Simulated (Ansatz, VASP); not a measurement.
**Sb: VASP beside Ansatz**

```
Sb
1.0
     2.98867    0.00000    0.00350
     0.00000    4.39430    0.00000
    -0.03231    0.00000    4.16067
Sb
2
Direct
  0.98014 0.75000 0.75557
  0.01986 0.25000 0.24443
```

Alike in both runs: task single point; functional PBE; k mesh 14 × 10 × 10; no spin polarisation.

|  | VASP | Ansatz |
| --- | --- | --- |
| version | VASP 6.6.1 | Ansatz 0.2.0 |
| potentials or method | VASP PAW PBE potentials, release 64 (Sb), cutoff 520 eV | scalar-relativistic, plane waves, PAW |
| occupations | tetrahedron | tetrahedron-uncorrected |
| valence electrons in the cell | 10 | 30 |

|  | VASP | Ansatz | Ansatz less VASP |
| --- | --- | --- | --- |
| gap on the k mesh at the Fermi level (eV) | none | none | - |
| pressure (GPa) | 6.8 | 6.8 | -0.05 |
| traceless stress, the component that is largest in VASP (GPa) | 2.38 | 2.37 | -0.006 |
| rms of the force components (eV/Å) | 0.054 | 0.052 | -0.0021 |

Atom by atom the forces differ by 0.003 eV/Å (rms over components). A gap of «none» marks a metal or a gap that the smearing closes. VASP's potentials hold 10 valence electrons a cell and Ansatz's 30, so a difference there can come from the potentials and not from the codes. Ansatz's warnings: band table not solved further.

Spin-orbit coupling is off throughout.
